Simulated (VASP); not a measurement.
# Au (R-3m) in VASP: a series of runs, part 2 of 2

VASP 6.6.1.

## Step 5: Single point, PBEsol

This run uses another cell than the first one, of the same volume but with other edges.

INCAR

```
PREC = Accurate
ENCUT = 520
EDIFF = 1E-6
ISMEAR = 0
SIGMA = 0.15
LREAL = False
LASPH = True
NELM = 100
ALGO = Fast
ISIF = 2
LWAVE = False
LCHARG = False
GGA = PS
NBANDS = 12
```

KPOINTS

```
Automatic mesh
0
Gamma
  22 22 22
```

POSCAR

```
Au
1.0
   -0.6467222448      1.7784861733      1.7784861733
    1.7784861733     -0.6467222448      1.7784861733
    1.7784861733      1.7784861733     -0.6467222448
Au
1
Direct
    0.0000000000      0.0000000000      0.0000000000
```

Potentials or basis: VASP PAW PBE potentials, release 64 (Au).

Launch:

```console
$ cat potpaw_PBE.64/Au/POTCAR > POTCAR
$ mpirun -np 1 vasp_std > vasp.out
```

OUTCAR:

```text
PREC = Accurate
   ENCUT = 520
   EDIFF = 1E-6
   ISMEAR = 0
   LREAL = False
   LASPH = True
   NELM = 100
   ISIF = 2
   GGA = PS

 ion  position               nearest neighbor table
   1  0.000  0.000  0.000-

  LATTYP: Found a trigonal (rhomboedric) cell.
 ALAT       =     2.5969743547
 COS(alpha) =     0.1279069768

  Lattice vectors:

 A1 = (  -0.6467222448,   1.7784861733,   1.7784861733)
 A2 = (   1.7784861733,  -0.6467222448,   1.7784861733)
 A3 = (   1.7784861733,   1.7784861733,  -0.6467222448)

Analysis of symmetry for initial positions (statically):
=====================================================================
 Subroutine PRICEL returns:
 Original cell was already a primitive cell.

 Routine SETGRP: Setting up the symmetry group for a
 trigonal (rhombohedral) supercell.

 Subroutine GETGRP returns: Found 12 space group operations
 (whereof 12 operations were pure point group operations)
 out of a pool of 12 trial point group operations.

The static configuration has the point symmetry D_3d.

Analysis of symmetry for dynamics (positions and initial velocities):
[... 170 lines left out ...]
      4       7.2665      2.00000
      5       7.2665      2.00000
      6       7.3597      2.00000
      7      23.0961      0.00000
      8      24.3630      0.00000
      9      24.3630      0.00000
     10      30.1663      0.00000
     11      32.7238      0.00000
     12      32.7238      0.00000
[... 331 lines left out ...]
 k-point    24 :      -0.4545    0.0455    0.0000
  band No.  band energies     occupation
      1       1.7769      2.00000
      2       2.4854      2.00000
      3       5.5103      2.00000
      4       5.9098      2.00000
      5       7.3610      2.00000
      6       7.4762      2.00000
      7      12.2033      0.00000
      8      25.2634      0.00000
      9      26.2349      0.00000
     10      30.5260      0.00000
     11      31.4524      0.00000
     12      34.2332      0.00000

 [... further k-points ...]

------------------------ aborting loop because EDIFF is reached ----------------------------------------

  FORCE on cell =-STRESS in cart. coord.  units (eV):
  Direction    XX          YY          ZZ          XY          YZ          ZX
  --------------------------------------------------------------------------------------
  -------------------------------------------------------------------------------------
  Total        2.2958647      2.2958647      2.2958647      0.4050542      0.4050542      0.4050542
  in kB      214.8960427    214.8960427    214.8960427     37.9136197     37.9136197     37.9136197
  external PRESSURE =     214.8960427 kB  Pullay stress =       0.0000000 kB

 VOLUME and BASIS-vectors are now :
 -----------------------------------------------------------------------------
  energy-cutoff  :      520.00
  volume of cell :       17.12
      direct lattice vectors                 reciprocal lattice vectors
    -0.646722245  1.778486173  1.778486173    -0.160352771  0.251982925  0.251982925
     1.778486173 -0.646722245  1.778486173     0.251982925 -0.160352771  0.251982925
     1.778486173  1.778486173 -0.646722245     0.251982925  0.251982925 -0.160352771

 POSITION                                       TOTAL-FORCE (eV/Angst)
 -----------------------------------------------------------------------------------
      0.00000      0.00000      0.00000         0.000000     -0.000000      0.000000
 -----------------------------------------------------------------------------------
    total drift:                               -0.000000     -0.000000     -0.000000

  FREE ENERGIE OF THE ION-ELECTRON SYSTEM (eV)
  ---------------------------------------------------
  free  energy   TOTEN  =        -3.5633455931 eV

  energy  without entropy=       -3.5586050286  energy(sigma->0) =       -3.56097531
```

stdout:

```text
POSCAR found type information on POSCAR Au
 POSCAR found :  1 types and       1 ions
 scaLAPACK will be used
 -----------------------------------------------------------------------------
|                                                                             |
|                                                                             |
|     You enforced a specific xc type in the INCAR file but a different       |
|     I HOPE YOU KNOW WHAT YOU ARE DOING!                                     |
|                                                                             |
 -----------------------------------------------------------------------------

 LDA part: xc-table for (Slater+PW92), standard interpolation
 POSCAR, INCAR and KPOINTS ok, starting setup
 FFT: planning ... GRIDC
 FFT: planning ... GRID_SOFT
 FFT: planning ... GRID
 WAVECAR not read
 entering main loop
WARNING in EDDRMM: call to ZHEGV failed, returncode =   8  4     11
```

Run time: 3.6 min. Hardware: 1 thread of AMD EPYC, shared host; peak memory 0.26 GiB.

What came out:

* Free energy: -3.5633 eV
* Pressure: 21.5 GPa

Levels at points of the mesh, in eV from the Fermi level:
```
           k point  band 4  band 5  band 6  band 7  band 8  band 9
(0.00, 0.00, 0.00)   -1.59   -1.59   -1.49   14.24   15.51   15.51
(0.50, 0.00, 0.00)   -2.93   -1.43   -1.30    3.03   16.47   17.53
(0.50, 0.50, 0.00)   -2.72    0.07    2.63    5.23    7.92   13.43
(0.50, 0.50, 0.50)    0.12    0.12    5.80   10.67   11.08   11.08
```

Caveat: the PAW data sets were made with another functional, which shifts forces and pressure a little; spin-orbit coupling is left out, which moves the levels of the heavy elements.

## Step 6: Single point, PBEsol

This run uses another cell than the first one, of the same volume but with other edges.

INCAR

```
SYSTEM = Au
PREC = Accurate ; ENCUT = 520
EDIFF = 1E-6 ; ISMEAR = 0
SIGMA = 0.15 ; LREAL = .FALSE.
LASPH = .TRUE. ; NELM = 60
ALGO = Fast ; ISIF = 2
LWAVE = .FALSE. ; LCHARG = .FALSE.
GGA = PS ; NBANDS = 12
```

KPOINTS

```
regular mesh
0
G
  22 22 22
  0 0 0
```

POSCAR

```
Au
1.0
   -0.2159367241      1.9434305171      1.9434305171
    1.9434305171     -0.2159367241      1.9434305171
    1.9434305171      1.9434305171     -0.2159367241
Au
1
Direct
    0.0000000000      0.0000000000      0.0000000000
```

Potentials or basis: VASP PAW PBE potentials, release 64 (Au).

Launch:

```console
$ cat potpaw_PBE.64/Au/POTCAR > POTCAR
$ mpirun -np 1 vasp_std > vasp.out
```

Run time: 5.7 min. Hardware: 1 thread of AMD EPYC, shared host; peak memory 0.28 GiB.

The run converged. Its results:

* Free energy: -3.8758 eV
* Pressure: 2.6 GPa

Stress tensor (GPa, compression positive):
```
2.62 2.91 2.91
2.91 2.62 2.91
2.91 2.91 2.62
```

Levels at points of the mesh, in eV from the Fermi level:
```csv
k point,band 3,band 4,band 5,band 6,band 7,band 8,band 9,band 10
"(0.00, 0.00, 0.00)",-5.35,-3.53,-2.80,-2.80,14.22,17.06,17.06,22.71
"(0.50, 0.00, 0.00)",-3.58,-2.45,-1.81,-1.23,2.70,14.43,16.75,19.73
"(0.50, 0.50, 0.00)",-2.19,-1.79,-1.15,1.19,6.08,8.21,12.26,16.37
"(0.50, 0.50, 0.50)",-4.90,-1.42,-1.42,0.54,5.48,12.79,14.81,14.81
```

Caveat: the PAW data sets were made with another functional, which shifts forces and pressure a little; spin-orbit coupling is left out, which moves the levels of the heavy elements.

## Step 7: Summary

```csv
cell,further INCAR settings,gap on the mesh (eV),pressure (GPa)
"a = 3.977 Å, angles 33.6°, 1 atom",ALGO = Fast; EDIFF = 1e-06; NBANDS = 12,none,143.0
"a = 2.653 Å, angles 75.3°, 1 atom",ALGO = Fast; EDIFF = 1e-07; NBANDS = 12,none,12.4
"a = 3.322 Å, angles 45.7°, 1 atom",ALGO = Fast; EDIFF = 1e-06; NBANDS = 12,none,27.3
"a = 2.597 Å, angles 82.7°, 1 atom",ALGO = Fast; EDIFF = 1e-06; NBANDS = 12,none,21.5
"a = 2.757 Å, angles 67.3°, 1 atom",ALGO = Fast; EDIFF = 1e-06; NBANDS = 12,none,2.6
```

Alike in all rows: task single point; level PBEsol; potentials or basis VASP PAW PBE potentials, release 64 (Au); no spin polarisation; k mesh 22 × 22 × 22; cutoff (eV) 520; smearing gaussian 0.15 eV.

Caveats: the PAW data sets were made with another functional, which shifts forces and pressure a little; spin-orbit coupling is left out, which moves the levels of the heavy elements.

Absolute energies hang on the potentials; compare differences alone.
